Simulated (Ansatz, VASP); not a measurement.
# Cu in VASP and in Ansatz

```
Cu
1.0
     0.00000    1.78877    1.78877
     1.78877    0.00000    1.78877
     1.78877    1.78877    0.00000
Cu
1
Direct
  0.00000 0.00000 0.00000
```

Alike in both runs: functional r2SCAN; k mesh 18 × 18 × 18; occupations fermi-dirac, width 0.05 eV; no spin polarisation.

Ansatz relaxed the structure, and its values are those at the end. VASP's run is a single point on that final structure, the one shown.

```csv
,VASP,Ansatz
version,VASP 6.6.1,Ansatz 0.2.0
potentials or method,"VASP PAW PBE potentials, release 64 (Cu)","PAW with Ansatz's default frozen-core files, scalar-relativistic"
plane-wave cutoff (eV),520,500
valence electrons in the cell,11,19
```

Ansatz gave:

* pressure (GPa): 0.0

Which values does VASP return?

Pressure (GPa): 0.5.

VASP's potentials were made for PBE, not for r2SCAN. With one functional, cell and mesh, what is left measures potentials, basis and numerics. VASP's potentials hold 11 valence electrons a cell and Ansatz's 19, so a difference there can come from the potentials and not from the codes.
